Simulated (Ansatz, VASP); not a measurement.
**Two plane-wave programs on HfN**

The input INCAR:

```
SYSTEM = HfN
  PREC = Accurate
  ENCUT = 520
  EDIFF = 1E-6
  ISMEAR = -1
  SIGMA = 0.05
  LREAL = .False.
  LASPH = .True.
  NELM = 60
  ALGO = Normal
  ISIF = 2
  LWAVE = .False.
  LCHARG = .True.
  GGA = CA
  LELF = .True.
  LVHAR = .True.
  NBANDS = 14
```

Contents of KPOINTS:

```
Automatic mesh
0
Gamma
  9 9 9
  0 0 0
```

POSCAR

```
HfN
1.0
    2.8437393532      0.0000000000      0.0000000000
    0.0000000000      2.8437393532      0.0000000000
    0.0000000000      0.0000000000      2.8437393532
Hf N
1 1
Direct
    0.5000000000      0.5000000000      0.5000000000
    0.0000000000      0.0000000000      0.0000000000
```

Contents of input.yaml:

```yaml
crystal:
  lattice:
    - [2.8437393532, 0.0, 0.0]
    - [0.0, 2.8437393532, 0.0]
    - [0.0, 0.0, 2.8437393532]
  atoms:
    - { symbol: Hf, position: [0.5, 0.5, 0.5] }
    - { symbol: "N", position: [0.0, 0.0, 0.0] }
hamiltonian:
  xc: lda
  pseudopotentials: { kind: paw }
kpoints:
  mp_grid: { grid: [9, 9, 9] }
scf:
  occupations: { method: fermi_dirac, width: 0.05 }
output:
  forces: true
  stress: true
  eigenvalues: true
  write_density: true
  write_potential: true
  elf: true
  volumetric_format: npy
```

Alike in both runs: task single point; functional LDA; k mesh 9 × 9 × 9; occupations fermi-dirac, width 0.05 eV; no spin polarisation.

```csv
,VASP,Ansatz
version,VASP 6.6.1,Ansatz 0.2.0
potentials or method,"VASP PAW LDA potentials, release 64 (Hf_pv, N)",Ansatz PAW
plane-wave cutoff (eV),520,420
valence electrons in the cell,15,31
```

|  | VASP | Ansatz | Ansatz less VASP |
| --- | --- | --- | --- |
| gap on the k mesh at the Fermi level (eV) | none | none | - |
| pressure (GPa) | -20.5 | -18.9 | +1.60 |

LDA's correlation is that of Perdew and Zunger in VASP and of Perdew and Wang (1992) in Ansatz. A gap of «none» marks a metal or a gap that the smearing closes. VASP's potentials hold 15 valence electrons a cell and Ansatz's 31, so a difference there can come from the potentials and not from the codes.

Spin-orbit coupling is off throughout.
